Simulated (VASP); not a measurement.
A run of VASP 6.6.1 is set up as follows.

INCAR

```
PREC = Accurate
ENCUT = 500
EDIFF = 1E-6
ISMEAR = 0
SIGMA = 0.1
LREAL = False
LASPH = True
NELM = 120
ALGO = Normal
ISIF = 2
LWAVE = False
LCHARG = False
GGA = PE
NBANDS = 16
GGA_COMPAT = False
```

Contents of KPOINTS:

```
regular mesh
0
Gamma
  6 6 6
```

Contents of POSCAR:

```
NbAs
1.0
    3.4344319445      0.0000000000      0.0000000000
   -1.7172159722      2.9743053115      0.0000000000
    0.0000000000      0.0000000000      3.4784108205
Nb As
1 1
Direct
    0.0000000000      0.0000000000      0.0000000000
    0.3333333333      0.6666666667      0.5000000000
```

Potentials or basis: VASP PAW PBE potentials, release 64 (Nb_sv, As).

Command:

```bash
$ cat potpaw_PBE.64/Nb_sv/POTCAR potpaw_PBE.64/As/POTCAR > POTCAR
$ mpirun -np 1 vasp_std > vasp.out
```

Problem. Predict the pressure.

Solution. -0.2 GPa.

Problem. Estimate the band gap on the k mesh.

Solution. Zero (band 9 reaches 9.19 eV, above the bottom of band 10 at 8.99 eV).

Stress tensor (GPa, compression positive):
```
-0.12  0.00  0.00
 0.00 -0.12  0.00
 0.00  0.00 -0.28
```
